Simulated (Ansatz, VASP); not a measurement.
One calculation of LiRh2, two programs

```xyz
3
Lattice="2.6991 0.0000 0.0000 -1.3496 2.3375 0.0000 0.0000 0.0000 6.6426" Properties=species:S:1:pos:R:3 pbc="T T T"
Li    0.0000    0.0000    3.3213
Rh    0.0000    1.5583    5.5598
Rh    1.3496    0.7792    1.0829
```

Alike in both runs: functional PBE; k mesh 6 × 6 × 4; occupations gaussian, width 0.1 eV; no spin polarisation.

Ansatz relaxed the structure, and its values are those at the end. VASP's run is a single point on that final structure, the one shown.

|  | VASP | Ansatz |
| --- | --- | --- |
| version | VASP 6.6.1 | Ansatz 0.2.0 |
| potentials or method | VASP PAW PBE potentials, release 64 (Li_sv, Rh_pv), cutoff 520 eV | scalar-relativistic, plane waves, PAW |
| valence electrons in the cell | 33 | 37 |

VASP gave:

```
gap on the k mesh at the Fermi level (eV) : none
rms of the force components (eV/Å)        : 0.003
```

**Question.** Estimate Ansatz's values.

**Answer.** gap on the k mesh at the Fermi level (eV): none; rms of the force components (eV/Å): 0.006.

A gap of «none» marks a metal or a gap that the smearing closes. With one functional, cell and mesh, what is left measures potentials, basis and numerics. VASP's potentials hold 33 valence electrons a cell and Ansatz's 37, so a difference there can come from the potentials and not from the codes.

The k mesh is coarse, so the values compare programs but aren't converged. Noted on VASP's run: the cutoff is under 1.25 times that of the potentials, so the pressure is a little rough.
